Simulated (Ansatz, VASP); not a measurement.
## Two plane-wave programs on Sc3W

INCAR

```
SYSTEM = Sc3W
PREC = Accurate
ENCUT = 500
EDIFF = 1E-6
ISMEAR = 0
SIGMA = 0.1
LREAL = .False.
LASPH = .True.
NELM = 120
ALGO = Normal
ISIF = 2
LWAVE = .False.
LCHARG = .False.
GGA = PE
NBANDS = 57
GGA_COMPAT = .False.
```

KPOINTS

```
regular mesh
0
Gamma
  4 4 4
  0 0 0
```

File POSCAR:

```
Sc3W
1.0
    5.3514303413      0.0000000000      0.0000000000
    0.0000000000      5.3514303413      0.0000000000
    0.0000000000      0.0000000000      5.3514303413
Sc W
6 2
Direct
    0.0000000000      0.5000000000      0.2500000000
    0.0000000000      0.5000000000      0.7500000000
    0.2500000000      0.0000000000      0.5000000000
    0.7500000000      0.0000000000      0.5000000000
    0.5000000000      0.7500000000      0.0000000000
    0.5000000000      0.2500000000      0.0000000000
    0.0000000000      0.0000000000      0.0000000000
    0.5000000000      0.5000000000      0.5000000000
```

Input for Ansatz:

```yaml
crystal:
  lattice:
    - [5.3514303413, 0.0, 0.0]
    - [0.0, 5.3514303413, 0.0]
    - [0.0, 0.0, 5.3514303413]
  atoms:
    - { symbol: Sc, position: [0.0, 0.5, 0.25] }
    - { symbol: Sc, position: [0.0, 0.5, 0.75] }
    - { symbol: Sc, position: [0.25, 0.0, 0.5] }
    - { symbol: Sc, position: [0.75, 0.0, 0.5] }
    - { symbol: Sc, position: [0.5, 0.75, 0.0] }
    - { symbol: Sc, position: [0.5, 0.25, 0.0] }
    - { symbol: W, position: [0.0, 0.0, 0.0] }
    - { symbol: W, position: [0.5, 0.5, 0.5] }
basis:
  ecutwfc: 420
kpoints:
  mp_grid: { grid: [4, 4, 4] }
hamiltonian:
  xc: pbe
scf:
  occupations: { method: gaussian, width: 0.1 }
  lower_state_search: "off"
output:
  forces: true
  stress: true
  eigenvalues: true
```

Alike in both runs: task single point; functional PBE; k mesh 4 × 4 × 4; occupations gaussian, width 0.1 eV; no spin polarisation.

```csv
,VASP,Ansatz
version,VASP 6.6.1,Ansatz 0.2.0
potentials or method,"VASP PAW PBE potentials, release 64 (Sc_sv, W_sv), cutoff 500 eV","scalar-relativistic, plane waves, PAW"
valence electrons in the cell,94,94
```

```csv
,VASP,Ansatz,Ansatz less VASP
gap on the k mesh at the Fermi level (eV),none,none,-
pressure (GPa),9.4,9.2,-0.20
```

A gap of «none» marks a metal or a gap that the smearing closes.

Neither program's run includes spin-orbit coupling.
